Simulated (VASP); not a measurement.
# Au (Fm-3m) in VASP: a series of runs, part 2 of 2

VASP 6.6.1. The steps go on from the part before.

## (4) Relaxation of cell and atoms, PBEsol, target pressure 10 GPa, at which the enthalpy is minimised

Input file INCAR:

```
SYSTEM = Au
  PREC = Accurate
  ENCUT = 600
  EDIFF = 1E-7
  ISMEAR = -1
  SIGMA = 0.05
  LREAL = .False.
  LASPH = .True.
  NELM = 100
  ALGO = Normal
  ISIF = 3
  LWAVE = .False.
  LCHARG = .False.
  GGA = PS
  IBRION = 2
  NSW = 80
  EDIFFG = -0.02
  PSTRESS = 100.0
```

Input file KPOINTS:

```
Automatic mesh
0
Gamma
  11 11 11
  0 0 0
```

Input file POSCAR:

```
Au
1.0
    0.0000000000      2.0350000000      2.0350000000
    2.0350000000      0.0000000000      2.0350000000
    2.0350000000      2.0350000000      0.0000000000
Au
1
Direct
    0.0000000000      0.0000000000      0.0000000000
```

Potentials or basis: VASP PAW PBE potentials, release 64 (Au).

Command:

```
$ cat potpaw_PBE.64/Au/POTCAR > POTCAR
$ mpirun -np 1 vasp_std > vasp.out
```

OUTCAR:

```text
SYSTEM = Au
   PREC = Accurate
   ENCUT = 600
   EDIFF = 1E-7
   ISMEAR = -1
   LREAL = .False.
   LASPH = .True.
   NELM = 100
   ISIF = 3
   GGA = PS
   IBRION = 2
   NSW = 80
   EDIFFG = -0.02
   PSTRESS = 100.0

 ion  position               nearest neighbor table
   1  0.000  0.000  0.000-

  LATTYP: Found a face centered cubic cell.
 ALAT       =     4.0700000000

  Lattice vectors:

 A1 = (   0.0000000000,   2.0350000000,   2.0350000000)
 A2 = (   2.0350000000,   0.0000000000,   2.0350000000)
 A3 = (   2.0350000000,   2.0350000000,   0.0000000000)

Analysis of symmetry for initial positions (statically):
=====================================================================
 Subroutine PRICEL returns:
 Original cell was already a primitive cell.

 Routine SETGRP: Setting up the symmetry group for a
 face centered cubic supercell.

 Subroutine GETGRP returns: Found 48 space group operations
[... 9 lines left out ...]

 Routine SETGRP: Setting up the symmetry group for a
 face centered cubic supercell.

 Subroutine GETGRP returns: Found 48 space group operations
[... 11 lines left out ...]
                                     Primitive cell

  volume of cell :      16.8548

  direct lattice vectors                    reciprocal lattice vectors
     0.000000000  2.035000000  2.035000000    -0.245700246  0.245700246  0.245700246
     2.035000000  0.000000000  2.035000000     0.245700246 -0.245700246  0.245700246
     2.035000000  2.035000000  0.000000000     0.245700246  0.245700246 -0.245700246

  length of vectors
     2.877924599  2.877924599  2.877924599     0.425565309  0.425565309  0.425565309

  position of ions in fractional coordinates (direct lattice)
     0.000000000  0.000000000  0.000000000

  ion indices of the primitive-cell ions
   primitive index   ion index
                 1           1

----------------------------------------------------------------------------------------

 KPOINTS: Automatic mesh

Automatic generation of k-mesh.
 Grid dimensions read from file:
 generate k-points for:   11   11   11

 Generating k-lattice:

  Cartesian coordinates                     Fractional coordinates (reciprocal lattice)
    -0.022336386  0.022336386  0.022336386     0.090909091  0.000000000  0.000000000
[... 59 lines left out ...]
   EDIFF  = 0.1E-06   stopping-criterion for ELM
   LREAL  =      F    real-space projection
   EDIFFG = -.2E-01   stopping-criterion for IOM
   NSW    =     80    number of steps for IOM
   IBRION =      2    ionic relax: 0-MD 1-quasi-New 2-CG
   NFREE  =      1    steps in history (QN), initial steepest desc. (CG)
   ISIF   =      3    stress and relaxation
   ISYM   =      2    0-nonsym 1-usesym 2-fastsym
   POTIM  = 0.5000    time-step for ionic-motion
   TEBEG  =    0.0;   TEEND  =   0.0 temperature during run
   PSTRESS=  100.0 pullay stress
   NELECT =      11.0000    total number of electrons
   NUPDOWN=      -1.0000    fix difference up-down
   EMIN   =  10.00;   EMAX   =-10.00  energy-range for DOS
[... 5 lines left out ...]
     AMIX     =   0.40;   BMIX     =  1.00
     AMIX_MAG =   1.60;   BMIX_MAG =  1.00
  volume/ion in A,a.u.               =      16.85       113.74
  Fermi-wavevector in a.u.,A,eV,Ry     =   1.420032  2.683470 27.436005  2.016489
  Thomas-Fermi vector in A             =   2.540990
   LORBIT       =      0    0 simple, 1 ext, 2 COOP (PROOUT), +10 PAW based schemes
   GGA     = PS    functional components
   LHFCALC =     F    Hartree Fock is set to
   AEXX    =    0.0000 exact exchange contribution
   IVDW    =     0    specifies the selected vdW correction
   LEPSILON=     F    determine dielectric tensor
   LRPA    =     F    only Hartree local field effects (RPA)
 conjugate gradient relaxation of ions
 non-spin polarized calculation
  energy-cutoff  :      600.00
  volume of cell :       16.85
 maximum number of plane-waves:       572
   NGX = 11   NGY = 11   NGZ = 11

--------------------------------------- Ionic step        1  -------------------------------------------

 number of electron      10.9999999 magnetization

 Free energy of the ion-electron system (eV)
  ---------------------------------------------------
  ext. energy  EPLUGINS =         0.00000000
  ---------------------------------------------------
  free energy    TOTEN  =        -3.93228455 eV

  energy without entropy =       -3.93082009  energy(sigma->0) =       -3.93155232

 E-fermi :   9.4653     XC(G=0): -12.9496

 val. band max:        9.3232718473   @ k =   0.4545   0.2727   0.0000
 cond. band min:       9.5619401292   @ k =  -0.4545   0.0909   0.0000
 fundamental gap:      0.2386682819
 Fermi energy:         9.4652940667

 k-point     1 :       0.0000    0.0000    0.0000
  band No.  band energies     occupation
      1      -0.5747      2.00000
      2       4.7261      2.00000
      3       4.7261      2.00000
      4       4.7261      2.00000
      5       6.2847      2.00000
      6       6.2847      2.00000
      7      23.9501      0.00000
      8      28.0054      0.00000
      9      28.0054      0.00000
[... 386 lines left out ...]
--------------------------------------- Ionic step        4  -------------------------------------------

 number of electron      11.0000000 magnetization

 Free energy of the ion-electron system (eV)
  ---------------------------------------------------
  ext. energy  EPLUGINS =         0.00000000
  ---------------------------------------------------
  free energy    TOTEN  =        -3.90897490 eV

  energy without entropy =       -3.90690168  energy(sigma->0) =       -3.90793829

 E-fermi :  10.1419     XC(G=0): -13.1938

 val. band max:       10.0459239510   @ k =   0.4545   0.2727   0.0000
 cond. band min:      10.2102365186   @ k =  -0.4545   0.0909   0.0000
 fundamental gap:      0.1643125676
 Fermi energy:        10.1419164458

 k-point     1 :       0.0000    0.0000    0.0000
  band No.  band energies     occupation
      1      -0.3149      2.00000
      2       5.2029      2.00000
      3       5.2029      2.00000
      4       5.2029      2.00000
      5       6.8777      2.00000
      6       6.8777      2.00000
      7      24.5898      0.00000
      8      28.8823      0.00000
      9      28.8823      0.00000
[... 308 lines left out ...]
  energy  without entropy=       -3.9069016835  energy(sigma->0) =       -3.90793829

  enthalpy is  TOTEN    =        -2.8991847891 eV   P V=        1.0097901093

 reached required accuracy - stopping structural energy minimisation
```

Run time: 13 s. Hardware: 1 thread of Intel Xeon 6975P-C, shared host; peak memory 0.15 GiB.

What came out:

| Property | Result |
| --- | --- |
| Free energy | -3.9090 eV |
| Relaxed volume | 16.18 Å³/atom |
| Relaxed cell | a = 2.839 Å, b = 2.839 Å, c = 2.839 Å, α = 60.00°, β = 60.00°, γ = 60.00° |
| Space group after relaxing (to 0.05 Å) | Fm-3m (No. 225) |
| Energy change on relaxing (the enthalpy is what falls) | +23.3 meV/atom |
| Ionic steps | 4 |
| Pressure after relaxing | 10.0 GPa |

The path:
| step | energy change (eV) | largest force (eV/Å) | pressure (GPa) | volume (Å³) |
| --- | --- | --- | --- | --- |
| 1 | 0.0000 | 0.0000 | 1.47 | 16.85 |
| 2 | 0.2197 | 0.0000 | 36.88 | 14.76 |
| 3 | 0.0222 | 0.0000 | 9.71 | 16.20 |
| 4 | 0.0233 | 0.0000 | 9.95 | 16.18 |

Final structure:
```xyz
1
Lattice="0.0000 2.0074 2.0074 2.0074 0.0000 2.0074 2.0074 2.0074 0.0000" Properties=species:S:1:pos:R:3 pbc="T T T"
Au    0.0000    2.0074    2.0074
```

Caveat: the cell is relaxed towards a set pressure, so the enthalpy falls and the energy may rise; the PAW data sets were made with another functional, which shifts forces and pressure a little; spin-orbit coupling is left out, which moves the levels of the heavy elements.

## (5) The runs side by side

| cell | gap on the mesh (eV) | pressure (GPa) |
| --- | --- | --- |
| relaxed | none | 0.0 |
| relaxed to 5 GPa | none | 5.0 |
| relaxed to 10 GPa | none | 10.0 |

Alike in all rows: task relaxation of cell and atoms; level PBEsol; potentials or basis VASP PAW PBE potentials, release 64 (Au); no spin polarisation; k mesh 11 × 11 × 11; cutoff (eV) 600; smearing fermi-dirac 0.05 eV.

Caveats: the PAW data sets were made with another functional, which shifts forces and pressure a little; spin-orbit coupling is left out, which moves the levels of the heavy elements; the cell is relaxed towards a set pressure, so the enthalpy falls and the energy may rise (some runs).

Absolute energies hang on the potentials; compare differences alone.
